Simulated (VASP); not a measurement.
Input of a VASP 6.6.1 run:

INCAR

```
PREC = Accurate
ENCUT = 520
EDIFF = 1E-6
ISMEAR = -1
SIGMA = 0.05
LREAL = False
LASPH = True
NELM = 80
ALGO = Fast
ISIF = 2
LWAVE = False
LCHARG = False
GGA = B5
ALDAX = 1.0
AGGAX = 1.0
AGGAC = 1.0
ALDAC = 0.0
NBANDS = 13
```

File KPOINTS:

```
Automatic mesh
0
Gamma
  10 10 10
```

Contents of POSCAR:

```
Sn
1.0
   -1.7852309923      2.4376974989      1.7884429492
    1.7843284364     -2.4337973116      1.7753607380
    1.7794190656      2.4253549676     -1.7763254472
Sn
1
Direct
    0.0000000000      0.0000000000      0.0000000000
```

Potentials or basis: VASP PAW PBE potentials, release 64 (Sn_d).

The run is started by

```bash
$ cat potpaw_PBE.64/Sn_d/POTCAR > POTCAR
$ mpirun -np 1 vasp_std > vasp.out
```

Estimate the band gap on the k mesh.

zero (bands 7 and 8 overlap by 8.01 eV).

Estimate the pressure.

0.0 GPa.

Caveat: the PAW data sets were made with another functional, which shifts forces and pressure a little; spin-orbit coupling is left out, which moves the levels of the heavy elements.
